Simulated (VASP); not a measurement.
# TaN (Fm-3m) in VASP: notebook, part 2 of 2

VASP 6.6.1.

## 4. Relaxation of cell and atoms, PBEsol

The input, INCAR:

```
SYSTEM = TaN
ALGO     = Normal         ! electronic algorithm
EDIFF    = 1E-7           ! SCF threshold, eV
EDIFFG   = -0.03          ! ionic threshold
ENCUT    = 600            ! plane-wave cutoff, eV
GGA      = PS             ! functional
GGA_COMPAT= .False.      
IBRION   = 2              ! ionic algorithm
ISIF     = 3              ! what is computed and relaxed
ISMEAR   = -1             ! smearing method
LASPH    = .True.         ! aspherical terms in the spheres
LCHARG   = .False.        ! write CHGCAR
LREAL    = .False.        ! projectors in reciprocal space
LWAVE    = .False.        ! write WAVECAR
NELM     = 120            ! most SCF steps
NELMIN   = 4            
NSW      = 80             ! ionic steps
PREC     = Accurate       ! precision mode
SIGMA    = 0.1            ! smearing width, eV
```

The input, KPOINTS:

```
k-points
0
Gamma
  5 5 5
  0 0 0
```

The input, POSCAR:

```
TaN
1.0
    4.3740966116      0.0000000000      0.0000000000
    0.0000000000      4.3740966116      0.0000000000
    0.0000000000      0.0000000000      4.3740966116
Ta N
4 4
Direct
    0.0000000000      0.0000000000      0.0000000000
    0.0000000000      0.5000000000      0.5000000000
    0.5000000000      0.0000000000      0.5000000000
    0.5000000000      0.5000000000      0.0000000000
    0.5000000000      0.5000000000      0.5000000000
    0.0000000000      0.0000000000      0.5000000000
    0.0000000000      0.5000000000      0.0000000000
    0.5000000000      0.0000000000      0.0000000000
```

Potentials or basis: VASP PAW PBE potentials, release 64 (Ta_pv, N).

Run with:

```console
cat potpaw_PBE.64/Ta_pv/POTCAR potpaw_PBE.64/N/POTCAR > POTCAR
mpirun -np 1 vasp_std > vasp.out
```

OUTCAR:

```text
SYSTEM = TaN
   EDIFF = 1E-7
   EDIFFG = -0.03
   ENCUT = 600
   GGA = PS
   IBRION = 2
   ISIF = 3
   ISMEAR = -1
   LASPH = .True.
   LREAL = .False.
   NELM = 120
   NELMIN = 4
   NSW = 80
   PREC = Accurate

 ion  position               nearest neighbor table
   1  0.000  0.000  0.000-   6 2.19   7 2.19   8 2.19   6 2.19   7 2.19   8 2.19   2 3.09   3 3.09
                             2 3.09   2 3.09   4 3.09   3 3.09   2 3.09   3 3.09   4 3.09   4 3.09
   2  0.000  0.500  0.500-   5 2.19   6 2.19   7 2.19   7 2.19   6 2.19   5 2.19   1 3.09   4 3.09
                             1 3.09   1 3.09   3 3.09   3 3.09   1 3.09   3 3.09   4 3.09   4 3.09
   3  0.500  0.000  0.500-   5 2.19   6 2.19   8 2.19   8 2.19   5 2.19   6 2.19   1 3.09   4 3.09
                             1 3.09   2 3.09   4 3.09   2 3.09   4 3.09   1 3.09   2 3.09   4 3.09
   4  0.500  0.500  0.000-   5 2.19   7 2.19   8 2.19   5 2.19   8 2.19   7 2.19   2 3.09   3 3.09
                             1 3.09   1 3.09   3 3.09   2 3.09   3 3.09   1 3.09   2 3.09   3 3.09
   5  0.500  0.500  0.500-   2 2.19   3 2.19   4 2.19   4 2.19   3 2.19   2 2.19
   6  0.000  0.000  0.500-   1 2.19   2 2.19   3 2.19   1 2.19   2 2.19   3 2.19
   7  0.000  0.500  0.000-   1 2.19   2 2.19   4 2.19   2 2.19   1 2.19   4 2.19
   8  0.500  0.000  0.000-   1 2.19   3 2.19   4 2.19   3 2.19   4 2.19   1 2.19

  LATTYP: Found a simple cubic cell.
 ALAT       =     4.3740966116

  Lattice vectors:

 A1 = (   4.3740966116,   0.0000000000,   0.0000000000)
 A2 = (   0.0000000000,   4.3740966116,   0.0000000000)
 A3 = (   0.0000000000,   0.0000000000,   4.3740966116)

Analysis of symmetry for initial positions (statically):
=====================================================================
 Subroutine PRICEL returns following result:

  LATTYP: Found a face centered cubic cell.
 ALAT       =     4.3740966116

  Lattice vectors:

 A1 = (   2.1870483058,  -2.1870483058,   0.0000000000)
 A2 = (   2.1870483058,   0.0000000000,   2.1870483058)
 A3 = (   0.0000000000,  -2.1870483058,   2.1870483058)

   4 primitive cells build up your supercell.

 Routine SETGRP: Setting up the symmetry group for a
 simple cubic supercell.

 Subroutine GETGRP returns: Found 48 space group operations
 (whereof 48 operations were pure point group operations)
[... 123 lines left out ...]
   NUPDOWN=      -1.0000    fix difference up-down
   EMIN   =  10.00;   EMAX   =-10.00  energy-range for DOS
   EFERMI =   0.00;   METHOD = LEGACY
   ISMEAR =    -1;   SIGMA  =   0.10  broadening in eV -4-tet -1-fermi 0-gaus
   EFERMI_NEDOS =   21; number of points for ismear=-14 and -15
   IALGO  =     38    algorithm
   IMIX   =      4    mixing-type and parameters
     AMIX     =   0.40;   BMIX     =  1.00
     AMIX_MAG =   1.60;   BMIX_MAG =  1.00
  volume/ion in A,a.u.               =      10.46        70.59
  Fermi-wavevector in a.u.,A,eV,Ry     =   1.497085  2.829080 30.494240  2.241263
  Thomas-Fermi vector in A             =   2.609018
   LORBIT       =      0    0 simple, 1 ext, 2 COOP (PROOUT), +10 PAW based schemes
   GGA     = PS    functional components
   LHFCALC =     F    Hartree Fock is set to
   AEXX    =    0.0000 exact exchange contribution
   IVDW    =     0    specifies the selected vdW correction
   LEPSILON=     F    determine dielectric tensor
   LRPA    =     F    only Hartree local field effects (RPA)
 conjugate gradient relaxation of ions
 non-spin polarized calculation
  energy-cutoff  :      600.00
  volume of cell :       83.69
 maximum number of plane-waves:      2813
 NGX is ok and might be reduce to    36
   NGX = 17   NGY = 17   NGZ = 17

--------------------------------------- Ionic step        1  -------------------------------------------

 number of electron      64.0000005 magnetization

 Free energy of the ion-electron system (eV)
  ---------------------------------------------------
  ext. energy  EPLUGINS =         0.00000000
  ---------------------------------------------------
  free energy    TOTEN  =       -93.02691852 eV

  energy without entropy =      -92.95889497  energy(sigma->0) =      -92.99290674

------------------------ aborting loop because EDIFF is reached ----------------------------------------

  FORCE on cell =-STRESS in cart. coord.  units (eV):
  Direction    XX          YY          ZZ          XY          YZ          ZX
  --------------------------------------------------------------------------------------
  -------------------------------------------------------------------------------------
  Total        0.4641503      0.4641503      0.4641503     -0.0000000     -0.0000000     -0.0000000
  in kB        8.8859548      8.8859548      8.8859548     -0.0000000     -0.0000000     -0.0000000
  external PRESSURE =       8.8859548 kB  Pullay stress =       0.0000000 kB
[... 71 lines left out ...]
--------------------------------------- Ionic step        3  -------------------------------------------

 number of electron      64.0000007 magnetization

 Free energy of the ion-electron system (eV)
  ---------------------------------------------------
  ext. energy  EPLUGINS =         0.00000000
  ---------------------------------------------------
  free energy    TOTEN  =       -93.02748690 eV

  energy without entropy =      -92.95919208  energy(sigma->0) =      -92.99333949

 E-fermi :   9.5476     XC(G=0): -13.6658

 val. band max:        9.4712337229   @ k =   0.4000   0.4000   0.0000
 cond. band min:       9.5534066322   @ k =   0.0000   0.0000   0.0000
 fundamental gap:      0.0821729093
 Fermi energy:         9.5475970640

 k-point     1 :       0.0000    0.0000    0.0000
  band No.  band energies     occupation
      1     -26.9317      2.00000
      2     -26.9317      2.00000
      3     -26.9317      2.00000
      4     -26.4644      2.00000
      5     -26.4644      2.00000
      6     -26.4644      2.00000
[... 434 lines left out ...]
  FREE ENERGIE OF THE ION-ELECTRON SYSTEM (eV)
  ---------------------------------------------------
  free  energy   TOTEN  =       -93.0274869038 eV

  energy  without entropy=      -92.9591920841  energy(sigma->0) =      -92.99333949

 reached required accuracy - stopping structural energy minimisation
```

CONTCAR:

```text
TaN
   1.00000000000000
     4.3776898149194814    0.0000000000000000   -0.0000000000000000
    -0.0000000000000000    4.3776898149194814    0.0000000000000000
    -0.0000000000000000   -0.0000000000000000    4.3776898149194814
  Ta              N
     4     4
Direct
     0.0000000000000000    0.0000000000000000    0.0000000000000000
     0.0000000000000000    0.5000000000000000    0.5000000000000000
     0.5000000000000000    0.0000000000000000    0.5000000000000000
     0.5000000000000000    0.5000000000000000    0.0000000000000000
     0.5000000000000000    0.5000000000000000    0.5000000000000000
     0.0000000000000000    0.0000000000000000    0.5000000000000000
     0.0000000000000000    0.5000000000000000    0.0000000000000000
     0.5000000000000000    0.0000000000000000    0.0000000000000000

  0.00000000E+00  0.00000000E+00  0.00000000E+00
  0.00000000E+00  0.00000000E+00  0.00000000E+00
  0.00000000E+00  0.00000000E+00  0.00000000E+00
  0.00000000E+00  0.00000000E+00  0.00000000E+00
  0.00000000E+00  0.00000000E+00  0.00000000E+00
  0.00000000E+00  0.00000000E+00  0.00000000E+00
  0.00000000E+00  0.00000000E+00  0.00000000E+00
  0.00000000E+00  0.00000000E+00  0.00000000E+00
```

It took 41 s on 1 thread of Intel Xeon 6975P-C (Granite Rapids), shared host; peak memory 0.22 GiB.

What came out:

| Item | Value |
| --- | --- |
| Free energy | -93.0275 eV |
| Relaxed volume | 10.49 Å³/atom |
| Relaxed cell | a = 4.378 Å, b = 4.378 Å, c = 4.378 Å, α = 90.00°, β = 90.00°, γ = 90.00° |
| Space group after relaxing (to 0.1 Å) | Fm-3m (No. 225) |
| Energy gained by relaxing | 0.1 meV/atom |
| Ionic steps | 3 |
| Pressure after relaxing | 0.0 GPa |
| Band gap on the k mesh | zero (bands 32 and 33 overlap by 3.13 eV) |

The path:
| step | energy change (eV) | largest force (eV/Å) | pressure (GPa) | volume (Å³) |
| --- | --- | --- | --- | --- |
| 1 | 0.0000 | 0.0000 | 0.89 | 83.69 |
| 2 | 0.0027 | 0.0000 | -2.10 | 84.39 |
| 3 | -0.0006 | 0.0000 | 0.00 | 83.89 |

Final structure:
```
CELL_PARAMETERS angstrom
4.37769 0.00000 0.00000
0.00000 4.37769 0.00000
0.00000 0.00000 4.37769
ATOMIC_POSITIONS crystal
Ta 0.00000 0.00000 0.00000
Ta 0.00000 0.50000 0.50000
Ta 0.50000 0.00000 0.50000
Ta 0.50000 0.50000 0.00000
N 0.50000 0.50000 0.50000
N 0.00000 0.00000 0.50000
N 0.00000 0.50000 0.00000
N 0.50000 0.00000 0.00000
```

Levels at points of the mesh, in eV from the Fermi level:
| k point | band 29 | band 30 | band 31 | band 32 | band 33 | band 34 | band 35 | band 36 |
| --- | --- | --- | --- | --- | --- | --- | --- | --- |
| (0.00, 0.00, 0.00) | -3.84 | -3.84 | -3.84 | -2.19 | -2.19 | -2.19 | 0.01 | 0.01 |

Caveat: the PAW data sets were made with another functional, which shifts forces and pressure a little; spin-orbit coupling is left out, which moves the levels of the heavy elements.

## 5. Overview

| task | cell | gap on the mesh (eV) | pressure (GPa) | relaxed volume (Å³/atom) |
| --- | --- | --- | --- | --- |
| single point | a = 4.374 Å, 8 atoms | none | 0.9 | - |
| relaxation of cell and atoms | relaxed from a = 4.360 Å, 8 atoms | none | 0.0 | 10.49 |
| relaxation of cell and atoms | relaxed from a = 4.374 Å, 8 atoms | none | 0.0 | 10.49 |

Alike in all rows: level PBEsol; potentials or basis VASP PAW PBE potentials, release 64 (Ta_pv, N); no spin polarisation; k mesh 5 × 5 × 5; cutoff (eV) 600; smearing fermi-dirac 0.1 eV.

Caveats: the PAW data sets were made with another functional, which shifts forces and pressure a little; spin-orbit coupling is left out, which moves the levels of the heavy elements.

Absolute energies hang on the potentials; compare differences alone.
